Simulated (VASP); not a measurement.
A run of VASP 6.6.1:

INCAR

```
SYSTEM = FeSi32
PREC     = Accurate       ! precision mode
ENCUT    = 520            ! plane-wave cutoff, eV
EDIFF    = 1E-6           ! SCF threshold, eV
ISMEAR   = 0              ! smearing method
SIGMA    = 0.02           ! smearing width, eV
LREAL    = Auto         
LASPH    = .True.         ! aspherical terms in the spheres
NELM     = 150            ! most SCF steps
ALGO     = Normal         ! electronic algorithm
ISIF     = 2              ! what is computed and relaxed
LWAVE    = .False.        ! write WAVECAR
LCHARG   = .False.        ! write CHGCAR
ISPIN    = 2              ! spin polarisation
MAGMOM   = 0 0 0 0 0 0 0 0 0 0 0 0 0 0 0 0 0 0 0 0 0 0 0 0 0 0 0 0 0 0 0 0 2.52 ! initial moments
LORBIT   = 11             ! projections on sites
LMAXMIX  = 4              ! l up to which the mixer works
GGA      = PE             ! functional
NELECT   = 135.0        
NBANDS   = 94             ! bands
KPAR     = 2            
NCORE    = 2
```

The input KPOINTS:

```
Automatic mesh
0
Gamma
  2 2 2
  0.5 0.5 0.5
```

File POSCAR:

```
FeSi32
1.0
   -5.4700937642      5.4700937642     -5.4700937642
    5.4700937642     -5.4700937642     -5.4700937642
   -5.4700937642     -5.4700937642      5.4700937642
Si Fe
32 1
Direct
    0.5012347353      0.0005508132      0.2505209342
    0.2511147997      0.0005626046      0.5008159125
    0.0089230646      0.0093491999      0.7504183981
    0.7498041490      0.7503630060      0.2527146809
    0.7508160147      0.0090516730      0.0083977537
    0.4950001987      0.7467516419      0.4945438080
    0.2530266499      0.7503003014      0.7492996787
    0.0000349171      0.5017450556      0.2505204772
    0.0084898910      0.7511375814      0.0082513211
    0.7463967120      0.4955604267      0.4946467312
    0.4952330100      0.4956955250      0.7459479080
    0.2500265185      0.2505454310      0.2495894145
    0.2511352747      0.5018266813     -0.0004212908
    0.0001393029      0.2515992521      0.5009198413
    0.7496823961      0.2534398056      0.7492461147
    0.5014149882      0.2516233833     -0.0003295190
    0.7498607294      0.2490801911      0.4984006888
    0.4988852326      0.2491842112      0.7494374277
    0.2549999251      0.2554563158      0.0032484818
    0.0003175448      0.0007539176      0.4965602268
    0.0036032289      0.2553532097      0.2544395142
    0.7410770591     -0.0004182744      0.7406509238
    0.4969733824      0.0007003536     -0.0003003605
    0.2485849528      0.7503294600      0.4983765576
    0.2547670223      0.0040521243      0.2543045988
   -0.0008159824      0.7416022787      0.7409482679
    0.7415101413      0.7417487112     -0.0011374577
    0.4999734224      0.5004106178      0.4994546013
    0.4988647576      0.7504213231      0.2481734425
    0.2487652056      0.4994790067      0.7494491277
    0.0001957919      0.4972853515     -0.0003629737
    0.7499650238      0.4994794637      0.2482548853
   -0.1250000511     -0.1242047265     -0.1257953757
```

Potentials or basis: VASP PAW PBE potentials, release 64 (Si, Fe).

Command:

```bash
$ cat potpaw_PBE.64/Si/POTCAR potpaw_PBE.64/Fe/POTCAR > POTCAR
$ mpirun -np 4 vasp_std > vasp.out
```

Hardware: 4 MPI ranks on Oxide Virtual Turin-like Processor, on a shared host.

Question: How long does it take, and how much memory?

Answer: It took 9.8 min on 4 MPI ranks on Oxide Virtual Turin-like Processor (shared host), peak memory 0.61 GiB a rank. Counts: scf iterations 20, k points 3.
